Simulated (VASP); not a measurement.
Runs of VASP 6.6.1 on CuI2. The structure is that of space group P4/mmm (No. 123), or close to it. The cells are those of the table. 

| level | cell | k mesh | gap on the mesh (eV) | pressure (GPa) |
| --- | --- | --- | --- | --- |
| PBE | a = 5.235, b = 5.235, c = 4.574 Å, 3 atoms | 5 × 5 × 6 | none | 0.3 |
| PBE | a = 5.200, b = 5.200, c = 4.544 Å, 3 atoms | 5 × 5 × 6 | none | 0.8 |
| r2SCAN | a = 5.200, b = 5.200, c = 4.544 Å, 3 atoms | 5 × 5 × 5 | none | 0.3 |
| PBE | a = 5.302, b = 5.302, c = 4.633 Å, 3 atoms | 5 × 5 × 6 | none | (b) |
| PBE | a = 5.094, b = 5.094, c = 4.451 Å, 3 atoms | 5 × 5 × 6 | none | 2.8 |
| PBE | a = 5.165, b = 5.165, c = 4.514 Å, 3 atoms | 5 × 5 × 6 | none | (a) |
| PBE | a = 5.269, b = 5.269, c = 4.604 Å, 3 atoms | 5 × 5 × 6 | none | -0.2 |
| PBE | a = 5.130, b = 5.130, c = 4.483 Å, 3 atoms | 5 × 5 × 6 | none | 2.1 |

Alike in all rows: task single point; potentials or basis VASP PAW PBE potentials, release 64 (I, Cu); no spin polarisation; cutoff (eV) 520; smearing fermi-dirac 0.05 eV.

**Question.** Estimate the missing entries.

**Answer.** (a) 1.4; (b) -0.6.

Caveats: spin-orbit coupling is left out, which moves the levels of the heavy elements; an odd number of electrons without spin polarisation forces a metal; a magnetic or distorted state may lie lower; semilocal functionals often make such compounds metallic where correlation or magnetic order opens a gap, which also shifts bond lengths; this functional lacks dispersion, which binds the layers, so the pressure and a relaxed spacing across them are unreliable (some runs); the PAW data sets were made with another functional, which shifts forces and pressure a little (some runs).

A k mesh can miss the band edges, and the runs leave out spin-orbit coupling on I.

A gap of «none» marks levels without a gap at the run's occupations.
